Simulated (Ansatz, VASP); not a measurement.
**LiCl: VASP beside Ansatz**

```
CELL_PARAMETERS angstrom
0.00000 2.55603 2.69456
2.55603 0.00000 2.69456
2.55603 2.55603 0.00000
ATOMIC_POSITIONS crystal
Li 0.00000 0.00000 0.00000
Cl 0.50000 0.50000 0.50000
```

Change from the starting cell: uniaxial_z strain +5.4%.

Alike in both runs: task single point; functional HSE06; k mesh 6 × 6 × 6; no spin polarisation.

|  | VASP | Ansatz |
| --- | --- | --- |
| version | VASP 6.6.1 | Ansatz 0.2.0 |
| potentials or method | VASP PAW PBE potentials, release 64 (Li_sv, Cl) | plane waves, PAW |
| plane-wave cutoff (eV) | 520 | 420 |
| occupations | gaussian, width 0.01 eV | fixed |
| valence electrons in the cell | 10 | 10 |

```csv
,VASP,Ansatz,Ansatz less VASP
gap on the k mesh at the Fermi level (eV),7.41,7.40,-0.007
```

Ansatz's warnings: stress exchange threshold loose, stress scf threshold loose.

Noted on VASP's run: the cutoff is under 1.25 times that of the potentials, so the pressure is a little rough.
